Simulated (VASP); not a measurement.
# Ba16O (a cell with a defect) in VASP: single point with PBE+D3(BJ)

Aim: the single point of Ba16O (a cell with a defect) with PBE+D3(BJ).

All numbers are computed with VASP 6.6.1; they aren't measurements. Logs are shortened: lines on timing, memory, paths and dates and some standing lists are left out, and cuts for length are marked.

## (1) The cell of the first run

The cell holds a defect, 17 atoms: a = 10.040 Å, b = 10.040 Å, c = 10.040 Å, α = 90.00°, β = 90.00°, γ = 90.00°.

## (2) Single point, PBE+D3(BJ)

The input, INCAR:

```
ALGO = Normal
EDIFF = 1E-7
ENCUT = 520
GGA = PE
ISIF = 2
ISMEAR = 0
IVDW = 12
LASPH = True
LCHARG = False
LREAL = Auto
LWAVE = False
NBANDS = 97
NELM = 60
PREC = Accurate
SIGMA = 0.15
```

The input, KPOINTS:

```
k-points
0
Gamma
  2 2 2
```

The input, POSCAR:

```
Ba16O
1.0
   10.0400000000      0.0000000000      0.0000000000
    0.0000000000     10.0400000000      0.0000000000
    0.0000000000      0.0000000000     10.0400000000
Ba O
16 1
Direct
   -0.0020057769      0.0034763944      0.0238383466
    0.5141229084     -0.0028874502     -0.0024670319
    0.0056161355      0.4902656375     -0.0020571713
   -0.0020004980      0.0034719124      0.4753834661
    0.2431771912      0.2197945219      0.2495940239
    0.4945118526      0.5046169323     -0.0011526892
    0.5141137450     -0.0028757968      0.5016449203
    0.7380942231      0.2636957171      0.2495748008
    0.0056285857      0.4902620518      0.5012550797
    0.2313320717      0.7737805777      0.2496053785
    0.2580211155      0.2440519920      0.7496264940
    0.4944951195      0.5046063745      0.5003483068
    0.7599957171      0.7453626494      0.2495798805
    0.7477957171      0.2558463147      0.7496095618
    0.2477955179      0.7548991036      0.7496221116
    0.7582602590      0.7429549801      0.7496008964
    0.0800400398      0.9691105578      0.2496117530
```

Potentials or basis: VASP PAW PBE potentials, release 64 (Ba_sv, O).

Launch:

```
> cat potpaw_PBE.64/Ba_sv/POTCAR potpaw_PBE.64/O/POTCAR > POTCAR
> mpirun -np 1 vasp_std > vasp.out
```

OUTCAR:

```text
EDIFF = 1E-7
   ENCUT = 520
   GGA = PE
   ISIF = 2
   ISMEAR = 0
   IVDW = 12
   LASPH = True
   LREAL = Auto
   NELM = 60
   PREC = Accurate
 IVDW          = 12

 ion  position               nearest neighbor table
   1  0.998  0.003  0.024-  17 2.44   5 3.99  10 3.99  13 4.19   8 4.33  15 4.48  16 4.50  11 4.50
                            14 4.51   4 4.53
   2  0.514  0.997  0.998-  14 4.30   8 4.32  16 4.33   5 4.34  13 4.35  11 4.35  15 4.39  10 4.42

   3  0.006  0.490  0.998-  14 4.30  11 4.33   8 4.33  16 4.34  13 4.36  15 4.38   5 4.41  10 4.43
[... 23 lines left out ...]
  15  0.248  0.755  0.750-   6 4.33  12 4.33   3 4.38   9 4.38   2 4.39   7 4.39   1 4.48   4 4.48

  16  0.758  0.743  0.750-   2 4.33   7 4.33   3 4.34   9 4.34   6 4.36  12 4.36   4 4.50   1 4.50

  17  0.080  0.969  0.250-   4 2.44   1 2.44  10 2.48   5 3.00

  LATTYP: Found a simple cubic cell.
 ALAT       =    10.0400000000

  Lattice vectors:

 A1 = (  10.0400000000,   0.0000000000,   0.0000000000)
 A2 = (   0.0000000000,  10.0400000000,   0.0000000000)
 A3 = (   0.0000000000,   0.0000000000,  10.0400000000)

Analysis of symmetry for initial positions (statically):
=====================================================================
 Subroutine PRICEL returns:
 Original cell was already a primitive cell.

 Routine SETGRP: Setting up the symmetry group for a
 simple cubic supercell.

 Subroutine GETGRP returns: Found  1 space group operations
 (whereof  1 operations were pure point group operations)
 out of a pool of 48 trial point group operations.

The static configuration has the point symmetry C_1 .

Analysis of symmetry for dynamics (positions and initial velocities):
=====================================================================
 Subroutine PRICEL returns:
 Original cell was already a primitive cell.

 Routine SETGRP: Setting up the symmetry group for a
 simple cubic supercell.

 Subroutine GETGRP returns: Found  1 space group operations
 (whereof  1 operations were pure point group operations)
 out of a pool of 48 trial point group operations.

The dynamic configuration has the point symmetry C_1 .

 Subroutine INISYM returns: Found  1 space group operations
 (whereof  1 operations are pure point group operations),
 and found     1 'primitive' translations

[... 108 lines left out ...]
   LREAL  =      T    real-space projection
   EDIFFG = 0.1E-05   stopping-criterion for IOM
   NSW    =      0    number of steps for IOM
   IBRION =     -1    ionic relax: 0-MD 1-quasi-New 2-CG
   NFREE  =      0    steps in history (QN), initial steepest desc. (CG)
   ISIF   =      2    stress and relaxation
   ISYM   =      2    0-nonsym 1-usesym 2-fastsym
   POTIM  = 0.5000    time-step for ionic-motion
   TEBEG  =    0.0;   TEEND  =   0.0 temperature during run
   PSTRESS=    0.0 pullay stress
   NELECT =     166.0000    total number of electrons
   NUPDOWN=      -1.0000    fix difference up-down
   EMIN   =  10.00;   EMAX   =-10.00  energy-range for DOS
   EFERMI =   0.00;   METHOD = LEGACY
   ISMEAR =     0;   SIGMA  =   0.15  broadening in eV -4-tet -1-fermi 0-gaus
   EFERMI_NEDOS =   21; number of points for ismear=-14 and -15
   IALGO  =     38    algorithm
   IMIX   =      4    mixing-type and parameters
     AMIX     =   0.40;   BMIX     =  1.00
     AMIX_MAG =   1.60;   BMIX_MAG =  1.00
  volume/ion in A,a.u.               =      59.53       401.74
  Fermi-wavevector in a.u.,A,eV,Ry     =   0.896143  1.693464 10.926453  0.803072
  Thomas-Fermi vector in A             =   2.018564
   LORBIT       =      0    0 simple, 1 ext, 2 COOP (PROOUT), +10 PAW based schemes
   GGA     = PE    functional components
   LHFCALC =     F    Hartree Fock is set to
   AEXX    =    0.0000 exact exchange contribution
   IVDW    =    12    specifies the selected vdW correction
   LEPSILON=     F    determine dielectric tensor
   LRPA    =     F    only Hartree local field effects (RPA)
 non-spin polarized calculation
 Gauss-broadening in eV      SIGMA  =   0.15
  energy-cutoff  :      520.00
  volume of cell :     1012.05
 maximum number of plane-waves:     27278
 NGX is ok and might be reduce to    80
   NGX = 37   NGY = 37   NGZ = 37

 number of electron     165.9999998 magnetization

 Free energy of the ion-electron system (eV)
  ---------------------------------------------------
  ext. energy  EPLUGINS =         0.00000000
  ---------------------------------------------------
  free energy    TOTEN  =       -40.10908120 eV

  energy without entropy =      -39.96391001  energy(sigma->0) =      -40.03649560

 E-fermi :   1.6908     XC(G=0):  -7.4200

 val. band max:        1.6505988929   @ k =   0.5000   0.0000   0.0000
 cond. band min:       1.7456167317   @ k =   0.0000   0.0000   0.5000
 fundamental gap:      0.0950178387
 Fermi energy:         1.6907501506

 k-point     1 :       0.0000    0.0000    0.0000
  band No.  band energies     occupation
      1     -27.2910      2.00000
      2     -27.2457      2.00000
      3     -27.2283      2.00000
      4     -27.2256      2.00000
      5     -27.2241      2.00000
      6     -27.2207      2.00000
[... 773 lines left out ...]
     94       2.2087      0.00000
     95       2.2284      0.00000
 [bands above 95 left out]

------------------------ aborting loop because EDIFF is reached ----------------------------------------

 Edisp (eV)   -3.26794

 E8    (eV) :    -1.8669

  FORCE on cell =-STRESS in cart. coord.  units (eV):
  Direction    XX          YY          ZZ          XY          YZ          ZX
  --------------------------------------------------------------------------------------
  -------------------------------------------------------------------------------------
  Total      -1.08965    -1.63112    -1.20086    -0.70075     0.00023     0.00083
  in kB      -1.72503    -2.58224    -1.90109    -1.10936     0.00037     0.00131
  external pressure =       -2.07 kB  Pullay stress =        0.00 kB

 VOLUME and BASIS-vectors are now :
 -----------------------------------------------------------------------------
  energy-cutoff  :      520.00
  volume of cell :     1012.05
      direct lattice vectors                 reciprocal lattice vectors
    10.040000000  0.000000000  0.000000000     0.099601594  0.000000000  0.000000000
     0.000000000 10.040000000  0.000000000     0.000000000  0.099601594  0.000000000
     0.000000000  0.000000000 10.040000000     0.000000000  0.000000000  0.099601594

 POSITION                                       TOTAL-FORCE (eV/Angst)
 -----------------------------------------------------------------------------------
     10.01986      0.03490      0.23934        -0.115086      0.031769     -0.275162
      5.16179     10.01101     10.01523         0.001262     -0.013906     -0.003803
      0.05639      4.92227     10.01935        -0.004593      0.024667      0.010016
     10.01992      0.03486      4.77285        -0.114678      0.031848      0.274679
      2.44150      2.20674      2.50592        -0.038516     -0.071910      0.000196
      4.96490      5.06635     10.02843        -0.022260     -0.007954      0.000031
[... 9 lines left out ...]
      7.61293      7.45927      7.52599        -0.005591     -0.014365      0.000235
      0.80360      9.72987      2.50610         0.222900      0.275745      0.000713
 -----------------------------------------------------------------------------------
    total drift:                               -0.002306     -0.001675     -0.002778

  FREE ENERGIE OF THE ION-ELECTRON SYSTEM (eV)
  ---------------------------------------------------
  free  energy   TOTEN  =       -43.3770227088 eV

  energy  without entropy=      -43.2318515179  energy(sigma->0) =      -43.30443711
```

Run time: 35 min. Hardware: 1 thread of Oxide Virtual Turin-like, shared host; peak memory 1.2 GiB.

Results:

| Property | Result |
| --- | --- |
| Free energy | -43.3770 eV |
| Pressure | -0.2 GPa |
| Largest force | 0.355 eV/Å |
| Band gap on the k mesh | zero (bands 83 and 84 overlap by 0.43 eV) |
| Dispersion energy per atom | -0.192 eV |

Forces on the atoms (eV/Å):
```
Ba  -0.115  0.032 -0.275
Ba   0.001 -0.014 -0.004
Ba  -0.005  0.025  0.010
Ba  -0.115  0.032  0.275
Ba  -0.039 -0.072  0.000
Ba  -0.022 -0.008  0.000
Ba   0.001 -0.014  0.005
Ba   0.004 -0.017  0.001
Ba  -0.005  0.024 -0.009
Ba   0.175 -0.190  0.000
Ba  -0.015 -0.015  0.000
Ba  -0.022 -0.009  0.000
Ba  -0.063 -0.047 -0.001
Ba   0.003  0.008 -0.001
Ba  -0.001  0.003 -0.001
Ba  -0.006 -0.014  0.000
O    0.223  0.276  0.001
```

Levels at points of the mesh, in eV from the Fermi level:
```
           k point  band 79  band 80  band 81  band 82  band 83  band 84  band 85  band 86  band 87  band 88
(0.00, 0.00, 0.00)    -0.72    -0.71    -0.64    -0.39    -0.25     0.44     0.45     0.47     0.49     0.50
(0.50, 0.00, 0.00)    -0.34    -0.33    -0.29    -0.24    -0.21    -0.12    -0.04     0.12     0.46     0.49
(0.00, 0.50, 0.00)    -0.32    -0.31    -0.28    -0.28    -0.26    -0.18    -0.04     0.14     0.46     0.51
(0.00, 0.00, 0.50)    -0.32    -0.31    -0.31    -0.29    -0.25    -0.20    -0.08     0.05     0.52     0.54
(0.50, 0.50, 0.00)    -0.30    -0.27    -0.26    -0.22    -0.21     0.11     0.14     0.19     0.27     0.33
(0.00, 0.50, 0.50)    -0.32    -0.24    -0.23    -0.21    -0.19    -0.05     0.12     0.18     0.21     0.24
(0.50, 0.00, 0.50)    -0.30    -0.27    -0.24    -0.23    -0.22     0.10     0.13     0.14     0.20     0.29
(0.50, 0.50, 0.50)     0.19     0.20     0.22     0.23     0.23     0.25     0.26     0.27     0.29     0.33
```

Caveat: spin-orbit coupling is left out, which moves the levels of the heavy elements.
